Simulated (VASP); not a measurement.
# InSb (F-43m) in VASP: notebook

The runs below take InSb through relaxation of cell and atoms, with r2SCAN.

Program: VASP 6.6.1. These are calculated values, not measurements. Logs are shortened: lines on timing, memory, paths and dates and some standing lists are left out, and cuts for length are marked.

## 1. The cell of the first run

It takes space group F-43m (No. 216, cubic). Conventional cell: a = 6.556 Å, b = 6.556 Å, c = 6.556 Å, α = 90.00°, β = 90.00°, γ = 90.00°. Within 3.7 Å of In (site symmetry -43m) lie 4 Sb at 2.84 Å. Sb (site symmetry -43m) has 4 In at 2.84 Å within 3.7 Å.

## 2. Relaxation of cell and atoms, r2SCAN, target pressure 2 GPa, at which the enthalpy is minimised

POSCAR reads:

```
InSb
1.0
    0.0000000000      3.2780072950      3.2780072950
    3.2780072950      0.0000000000      3.2780072950
    3.2780072950      3.2780072950      0.0000000000
In Sb
1 1
Direct
    0.0000000000      0.0000000000      0.0000000000
    0.7500000000      0.7500000000      0.7500000000
```

INCAR.step1 reads:

```
PREC = Accurate
ENCUT = 600
ISMEAR = -1
SIGMA = 0.1
LREAL = False
LASPH = True
NELM = 80
GGA = PE
ALGO = Normal
EDIFF = 1E-4
LWAVE = True
LCHARG = False
```

INCAR.step2 reads:

```
PREC = Accurate
ENCUT = 600
EDIFF = 1E-6
ISMEAR = -1
SIGMA = 0.1
LREAL = False
LASPH = True
NELM = 80
ALGO = Normal
ISIF = 3
LWAVE = False
LCHARG = False
METAGGA = R2SCAN
LMIXTAU = True
IBRION = 2
NSW = 100
EDIFFG = -0.002
PSTRESS = 20.0
ISTART = 1
```

KPOINTS reads:

```
regular mesh
0
Gamma
  12 12 12
```

Potentials or basis: VASP PAW PBE potentials, release 64 (In_d, Sb).

On the command line:

```
cat potpaw_PBE.64/In_d/POTCAR potpaw_PBE.64/Sb/POTCAR > POTCAR
cp INCAR.step1 INCAR
mpirun -np 1 vasp_std > vasp.out
cp INCAR.step2 INCAR
mpirun -np 1 vasp_std > vasp.out
```

OUTCAR:

```text
PREC = Accurate
   ENCUT = 600
   EDIFF = 1E-6
   ISMEAR = -1
   LREAL = False
   LASPH = True
   NELM = 80
   ISIF = 3
   METAGGA = R2SCAN
   IBRION = 2
   NSW = 100
   EDIFFG = -0.002
   PSTRESS = 20.0
   ISTART = 1

 ion  position               nearest neighbor table
   1  0.000  0.000  0.000-   2 2.84   2 2.84   2 2.84   2 2.84
   2  0.750  0.750  0.750-   1 2.84   1 2.84   1 2.84   1 2.84

  LATTYP: Found a face centered cubic cell.
 ALAT       =     6.5560145900

  Lattice vectors:

 A1 = (   0.0000000000,   3.2780072950,   3.2780072950)
 A2 = (   3.2780072950,   0.0000000000,   3.2780072950)
 A3 = (   3.2780072950,   3.2780072950,   0.0000000000)

Analysis of symmetry for initial positions (statically):
=====================================================================
 Subroutine PRICEL returns:
 Original cell was already a primitive cell.

 Routine SETGRP: Setting up the symmetry group for a
 face centered cubic supercell.

 Subroutine GETGRP returns: Found 24 space group operations
 (whereof 24 operations were pure point group operations)
 out of a pool of 48 trial point group operations.

The static configuration has the point symmetry T_d .

Analysis of symmetry for dynamics (positions and initial velocities):
=====================================================================
 Subroutine PRICEL returns:
 Original cell was already a primitive cell.

 Routine SETGRP: Setting up the symmetry group for a
 face centered cubic supercell.

 Subroutine GETGRP returns: Found 24 space group operations
 (whereof 24 operations were pure point group operations)
 out of a pool of 48 trial point group operations.

The dynamic configuration has the point symmetry T_d .

 Subroutine INISYM returns: Found 24 space group operations
 (whereof 24 operations are pure point group operations),
 and found     1 'primitive' translations

----------------------------------------------------------------------------------------

                                     Primitive cell

  volume of cell :      70.4466

  direct lattice vectors                    reciprocal lattice vectors
     0.000000000  3.278007295  3.278007295    -0.152531692  0.152531692  0.152531692
     3.278007295  0.000000000  3.278007295     0.152531692 -0.152531692  0.152531692
     3.278007295  3.278007295  0.000000000     0.152531692  0.152531692 -0.152531692

  length of vectors
     4.635802374  4.635802374  4.635802374     0.264192641  0.264192641  0.264192641

  position of ions in fractional coordinates (direct lattice)
     0.000000000  0.000000000  0.000000000
     0.750000000  0.750000000  0.750000000

  ion indices of the primitive-cell ions
   primitive index   ion index
                 1           1
                 2           2

----------------------------------------------------------------------------------------

 KPOINTS: regular mesh

Automatic generation of k-mesh.
 Grid dimensions read from file:
 generate k-points for:   12   12   12

 Generating k-lattice:

  Cartesian coordinates                     Fractional coordinates (reciprocal lattice)
    -0.012710974  0.012710974  0.012710974     0.083333333  0.000000000  0.000000000
     0.012710974 -0.012710974  0.012710974     0.000000000  0.083333333  0.000000000
     0.012710974  0.012710974 -0.012710974     0.000000000  0.000000000  0.083333333

  Length of vectors
     0.022016053  0.022016053  0.022016053

  Shift w.r.t. Gamma in fractional coordinates (k-lattice)
     0.000000000  0.000000000  0.000000000

 Subroutine IBZKPT returns following result:
 ===========================================

 Found     72 irreducible k-points:

 Following reciprocal coordinates:
            Coordinates               Weight
  0.000000  0.000000  0.000000      1.000000
  0.083333  0.000000  0.000000      8.000000
  0.166667  0.000000  0.000000      8.000000
  0.250000  0.000000  0.000000      8.000000
  0.333333  0.000000  0.000000      8.000000
  0.416667  0.000000  0.000000      8.000000
[... 16 lines left out ...]
  0.500000  0.166667  0.000000     24.000000
 -0.416667  0.166667  0.000000     24.000000
 [... further k-points ...]
   k-points           NKPTS =     72   k-points in BZ     NKDIM =     72   number of bands    NBANDS=     13
   number of dos      NEDOS =    301   number of ions     NIONS =      2
   total plane-waves  NPLWV =  64000
   dimension x,y,z NGX =    40 NGY =   40 NGZ =   40
   dimension x,y,z NGXF=    80 NGYF=   80 NGZF=   80
   ions per type =               1   1
   NGX,Y,Z   is equivalent  to a cutoff of  14.34, 14.34, 14.34 a.u.
   NGXF,Y,Z  is equivalent  to a cutoff of  28.69, 28.69, 28.69 a.u.
 SYSTEM =  unknown system
   PREC   = accura    normal or accurate (medium, high low for compatibility)
   ISTART =      1    job   : 0-new  1-cont  2-samecut
   ICHARG =      0    charge: 1-file 2-atom 10-const
   ISPIN  =      1    spin polarized calculation?
   LNONCOLLINEAR =      F non collinear calculations
   LSORBIT =      F    spin-orbit coupling
   LASPH  =      T    aspherical Exc in radial PAW
   ENCUT  =  600.0 eV  44.10 Ry    6.64 a.u.   9.26  9.26  9.26*2*pi/ulx,y,z
   NELM   =     80;   NELMIN=  2; NELMDL=  0     # of ELM steps
   EDIFF  = 0.1E-05   stopping-criterion for ELM
   LREAL  =      F    real-space projection
   EDIFFG = -.2E-02   stopping-criterion for IOM
   NSW    =    100    number of steps for IOM
   IBRION =      2    ionic relax: 0-MD 1-quasi-New 2-CG
   NFREE  =      1    steps in history (QN), initial steepest desc. (CG)
   ISIF   =      3    stress and relaxation
   ISYM   =      2    0-nonsym 1-usesym 2-fastsym
   POTIM  = 0.5000    time-step for ionic-motion
   TEBEG  =    0.0;   TEEND  =   0.0 temperature during run
   PSTRESS=   20.0 pullay stress
   NELECT =      18.0000    total number of electrons
   NUPDOWN=      -1.0000    fix difference up-down
   EMIN   =  10.00;   EMAX   =-10.00  energy-range for DOS
   EFERMI =   0.00;   METHOD = LEGACY
   ISMEAR =    -1;   SIGMA  =   0.10  broadening in eV -4-tet -1-fermi 0-gaus
   EFERMI_NEDOS =   21; number of points for ismear=-14 and -15
   IALGO  =     38    algorithm
   IMIX   =      4    mixing-type and parameters
     AMIX     =   0.40;   BMIX     =  1.00
     AMIX_MAG =   1.60;   BMIX_MAG =  1.00
  volume/ion in A,a.u.               =      35.22       237.70
  Fermi-wavevector in a.u.,A,eV,Ry     =   1.038833  1.963110 14.683055  1.079174
  Thomas-Fermi vector in A             =   2.173335
   LORBIT       =      0    0 simple, 1 ext, 2 COOP (PROOUT), +10 PAW based schemes
   METAGGA = R2SCAN    functional components
   LHFCALC =     F    Hartree Fock is set to
   AEXX    =    0.0000 exact exchange contribution
   IVDW    =     0    specifies the selected vdW correction
   LEPSILON=     F    determine dielectric tensor
   LRPA    =     F    only Hartree local field effects (RPA)
 conjugate gradient relaxation of ions
 non-spin polarized calculation
  energy-cutoff  :      600.00
  volume of cell :       70.45
 maximum number of plane-waves:      2397
 NGX is ok and might be reduce to    40
   NGX = 19   NGY = 19   NGZ = 19

--------------------------------------- Ionic step        1  -------------------------------------------

 number of electron      17.9999998 magnetization

 Free energy of the ion-electron system (eV)
  ---------------------------------------------------
  ext. energy  EPLUGINS =         0.00000000
  ---------------------------------------------------
  free energy    TOTEN  =       -48.76995246 eV

  energy without entropy =      -48.76922895  energy(sigma->0) =      -48.76959071

 E-fermi :   4.8245     XC(G=0):  -9.0845

 val. band max:        4.5715350878   @ k =   0.0000   0.0000   0.0000
 cond. band min:       5.3160981103   @ k =   0.5000   0.0000   0.0000
 fundamental gap:      0.7445630224
 Fermi energy:         4.8245274502

 k-point     1 :       0.0000    0.0000    0.0000
  band No.  band energies     occupation
      1     -10.4723      2.00000
      2     -10.4723      2.00000
      3     -10.4723      2.00000
      4     -10.3808      2.00000
      5     -10.3808      2.00000
      6      -6.3436      2.00000
      7       4.5494      1.88002
      8       4.5494      1.88002
      9       4.5494      1.88002
     10       4.5715      1.85243
     11       7.7720      0.00000
     12       7.7720      0.00000
     13       7.7720      0.00000
[... 353 lines left out ...]
 k-point    24 :      -0.4167    0.1667    0.0000
  band No.  band energies     occupation
      1     -10.5220      2.00000
      2     -10.4494      2.00000
      3     -10.4481      2.00000
      4     -10.3823      2.00000
      5     -10.3797      2.00000
      6      -4.8308      2.00000
      7      -0.9899      2.00000
      8       2.2363      2.00000
      9       3.2917      2.00000
     10       6.4956      0.00000
     11       8.5420      0.00000
     12       9.3439      0.00000
     13      11.2501      0.00000

 [... further k-points ...]

------------------------ aborting loop because EDIFF is reached ----------------------------------------

  FORCE on cell =-STRESS in cart. coord.  units (eV):
  Direction    XX          YY          ZZ          XY          YZ          ZX
  --------------------------------------------------------------------------------------
  -------------------------------------------------------------------------------------
  Total        0.0093882      0.0093882      0.0093882     -0.0000000      0.0000000     -0.0000000
  in kB        0.2135174      0.2135174      0.2135174     -0.0000000      0.0000000     -0.0000000
  external PRESSURE =     -19.7864826 kB  Pullay stress =      20.0000000 kB
[... 175 lines left out ...]
  enthalpy is  TOTEN    =       -47.9085900311 eV   P V=        0.8448408010

--------------------------------------- Ionic step        6  -------------------------------------------

 number of electron      18.0000001 magnetization

 Free energy of the ion-electron system (eV)
  ---------------------------------------------------
  ext. energy  EPLUGINS =         0.00000000
  ---------------------------------------------------
  free energy    TOTEN  =       -48.75278327 eV

  energy without entropy =      -48.75224036  energy(sigma->0) =      -48.75251182

 E-fermi :   5.2918     XC(G=0):  -9.2676

 val. band max:        5.2525785749   @ k =   0.0000   0.0000   0.0000
 cond. band min:       5.8275929238   @ k =   0.5000   0.0000   0.0000
 fundamental gap:      0.5750143490
 Fermi energy:         5.2918286346

 k-point     1 :       0.0000    0.0000    0.0000
  band No.  band energies     occupation
      1     -10.1261      2.00000
      2     -10.1261      2.00000
      3     -10.1261      2.00000
      4     -10.0224      2.00000
      5     -10.0224      2.00000
      6      -6.1786      2.00000
      7       4.9801      1.91517
      8       4.9801      1.91517
      9       4.9801      1.91517
     10       5.2526      1.19377
     11       8.1954      0.00000
     12       8.1954      0.00000
     13       8.1954      0.00000
[... 353 lines left out ...]
 k-point    24 :      -0.4167    0.1667    0.0000
  band No.  band energies     occupation
      1     -10.1850      2.00000
      2     -10.0996      2.00000
      3     -10.0981      2.00000
      4     -10.0243      2.00000
      5     -10.0213      2.00000
      6      -4.5484      2.00000
      7      -0.7386      2.00000
      8       2.5401      2.00000
      9       3.6406      2.00000
     10       7.0070      0.00000
     11       8.9895      0.00000
     12       9.8127      0.00000
     13      11.8237      0.00000

 [... further k-points ...]

------------------------ aborting loop because EDIFF is reached ----------------------------------------

  FORCE on cell =-STRESS in cart. coord.  units (eV):
  Direction    XX          YY          ZZ          XY          YZ          ZX
  --------------------------------------------------------------------------------------
  -------------------------------------------------------------------------------------
  Total        0.8473179      0.8473179      0.8473179      0.0000000      0.0000000     -0.0000000
  in kB       20.0741894     20.0741894     20.0741894      0.0000000      0.0000000     -0.0000000
  external PRESSURE =       0.0741894 kB  Pullay stress =      20.0000000 kB
[... 17 lines left out ...]
  FREE ENERGIE OF THE ION-ELECTRON SYSTEM (eV)
  ---------------------------------------------------
  free  energy   TOTEN  =       -48.7527832684 eV

  energy  without entropy=      -48.7522403636  energy(sigma->0) =      -48.75251182

  enthalpy is  TOTEN    =       -47.9085968897 eV   P V=        0.8441863787

 reached required accuracy - stopping structural energy minimisation
```

It took 14 min on 1 thread of Intel Xeon Platinum 8488C (Sapphire Rapids), shared host; peak memory 0.32 GiB.

Results:

| Item | Value |
| --- | --- |
| Free energy | -48.7528 eV |
| Relaxed volume | 33.81 Å³/atom |
| Relaxed cell | a = 4.573 Å, b = 4.573 Å, c = 4.573 Å, α = 60.00°, β = 60.00°, γ = 60.00° |
| Space group after relaxing (to 0.1 Å) | F-43m (No. 216) |
| Energy change on relaxing (the run minimises the enthalpy) | +8.6 meV/atom |
| Ionic steps | 6 |
| Pressure after relaxing | 2.0 GPa |
| Band gap on the k mesh | 0.27 eV |

Step by step:
```csv
step,energy change (eV),largest force (eV/Å),pressure (GPa),volume (Å³)
1,0.0000,0.0000,0.02,70.45
2,0.0421,0.0000,3.30,66.10
3,0.0171,0.0000,1.99,67.63
4,0.0178,0.0000,2.05,67.57
5,0.0165,0.0000,1.97,67.68
6,0.0172,0.0000,2.01,67.63
```

Final structure:
```yaml
crystal:
  lattice:
    - [0.00000, 3.23367, 3.23367]
    - [3.23367, 0.00000, 3.23367]
    - [3.23367, 3.23367, 0.00000]
  atoms:
    - { symbol: In, position: [0.00000, 0.00000, 0.00000] }
    - { symbol: Sb, position: [0.75000, 0.75000, 0.75000] }
```

Caveat: the cell is relaxed towards a set pressure, so the run minimises the enthalpy, not the energy; semilocal functionals underestimate gaps, and a narrow one can read as zero; the PAW data sets were made with another functional, which shifts forces and pressure a little; spin-orbit coupling is left out, which moves the levels of the heavy elements.

## 3. Relaxation of cell and atoms, r2SCAN, target pressure 4 GPa, at which the enthalpy is minimised

POSCAR is that of step 2.

INCAR.step1 reads:

```
SYSTEM = InSb
PREC     = Accurate       ! precision mode
ENCUT    = 600            ! plane-wave cutoff, eV
ISMEAR   = -1             ! smearing method
SIGMA    = 0.1            ! smearing width, eV
LREAL    = .False.        ! projectors in reciprocal space
LASPH    = .True.         ! aspherical terms in the spheres
NELM     = 100            ! most SCF steps
GGA      = PE             ! functional
ALGO     = Normal         ! electronic algorithm
EDIFF    = 1E-4           ! SCF threshold, eV
LWAVE    = .True.         ! write WAVECAR
LCHARG   = .False.        ! write CHGCAR
```

INCAR.step2 reads:

```
SYSTEM = InSb
PREC     = Accurate       ! precision mode
ENCUT    = 600            ! plane-wave cutoff, eV
EDIFF    = 1E-6           ! SCF threshold, eV
ISMEAR   = -1             ! smearing method
SIGMA    = 0.1            ! smearing width, eV
LREAL    = .False.        ! projectors in reciprocal space
LASPH    = .True.         ! aspherical terms in the spheres
NELM     = 100            ! most SCF steps
ALGO     = Normal         ! electronic algorithm
ISIF     = 3              ! what is computed and relaxed
LWAVE    = .False.        ! write WAVECAR
LCHARG   = .False.        ! write CHGCAR
METAGGA  = R2SCAN         ! meta-GGA
LMIXTAU  = .True.       
IBRION   = 2              ! ionic algorithm
NSW      = 100            ! ionic steps
EDIFFG   = -0.002         ! ionic threshold
PSTRESS  = 40.0         
ISTART   = 1
```

KPOINTS reads:

```
regular mesh
0
Gamma
  12 12 12
  0 0 0
```

Potentials or basis: VASP PAW PBE potentials, release 64 (In_d, Sb).

On the command line:

```
cat potpaw_PBE.64/In_d/POTCAR potpaw_PBE.64/Sb/POTCAR > POTCAR
cp INCAR.step1 INCAR
mpirun -np 1 vasp_std > vasp.out
cp INCAR.step2 INCAR
mpirun -np 1 vasp_std > vasp.out
```

Run time: 20 min. Hardware: 1 thread of Intel Xeon Platinum 8488C (Sapphire Rapids), shared host; peak memory 0.33 GiB.

The run converged. Its results:

| Item | Value |
| --- | --- |
| Free energy | -48.7099 eV |
| Relaxed volume | 32.66 Å³/atom |
| Relaxed cell | a = 4.520 Å, b = 4.520 Å, c = 4.520 Å, α = 60.00°, β = 60.00°, γ = 60.00° |
| Space group after relaxing (to 0.1 Å) | F-43m (No. 216) |
| Energy change on relaxing (the run minimises the enthalpy) | +30.0 meV/atom |
| Ionic steps | 6 |
| Pressure after relaxing | 4.0 GPa |
| Band gap on the k mesh | 0.49 eV |

Step by step:
| step | energy change (eV) | largest force (eV/Å) | pressure (GPa) | volume (Å³) |
| --- | --- | --- | --- | --- |
| 1 | 0.0000 | 0.0000 | 0.02 | 70.45 |
| 2 | 0.1830 | 0.0000 | 7.73 | 61.90 |
| 3 | 0.0594 | 0.0000 | 3.89 | 65.34 |
| 4 | 0.0620 | 0.0000 | 4.08 | 65.23 |
| 5 | 0.0586 | 0.0000 | 3.95 | 65.37 |
| 6 | 0.0600 | 0.0000 | 4.00 | 65.31 |

Final structure:
```
In Sb
1.0
     0.00000    3.19634    3.19634
     3.19634    0.00000    3.19634
     3.19634    3.19634    0.00000
In Sb
1 1
Cartesian
  0.0000 0.0000 0.0000
  4.7945 4.7945 4.7945
```

Levels at points of the mesh, in eV from the valence-band top:
```csv
k point,band 7,band 8,band 9,band 10,band 11,band 12
"(0.00, 0.00, 0.00)",0.00,0.00,0.00,0.49,3.21,3.21
"(0.50, 0.00, 0.00)",-5.98,-1.12,-1.12,0.92,4.10,4.10
"(0.50, 0.50, 0.00)",-6.26,-2.50,-2.50,1.50,1.53,8.99
```

Caveat: the cell is relaxed towards a set pressure, so the run minimises the enthalpy, not the energy; semilocal functionals underestimate gaps, and a narrow one can read as zero; the PAW data sets were made with another functional, which shifts forces and pressure a little; spin-orbit coupling is left out, which moves the levels of the heavy elements. A k mesh can miss the band edges.

[end of part 1 of 2]

The gap in the log of VASP goes by the Fermi energy; the results here count the filled bands.